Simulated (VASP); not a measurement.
Input of a VASP 6.6.1 run:

INCAR

```
SYSTEM = PbS
PREC = Accurate
ENCUT = 520
EDIFF = 1E-8
ISMEAR = -1
SIGMA = 0.01
LREAL = .False.
LASPH = .True.
NELM = 60
ALGO = Normal
ISIF = 2
LWAVE = .False.
LCHARG = .False.
LEFG = .True.
NBANDS = 17
```

Contents of KPOINTS:

```
Automatic mesh
0
Gamma
  7 7 7
  0 0 0
```

File POSCAR:

```
PbS
1.0
    0.0000000000      2.9044728123      2.9044728123
    2.9044728123      0.0000000000      2.9044728123
    2.9044728123      2.9044728123      0.0000000000
Pb S
1 1
Direct
    0.0000000000      0.0000000000      0.0000000000
    0.5000000000      0.5000000000      0.5000000000
```

Potentials or basis: VASP PAW LDA potentials, release 64 (Pb_d, S).

The run is started by

```bash
$ cat potpaw_LDA.64/Pb_d/POTCAR potpaw_LDA.64/S/POTCAR > POTCAR
$ mpirun -np 1 vasp_std > vasp.out
```

Estimate the pressure.

1.2 GPa.

Caveat: without QUAD_EFG the Cq values of the log hold for a quadrupole moment of 1 mb, not for the nuclei.
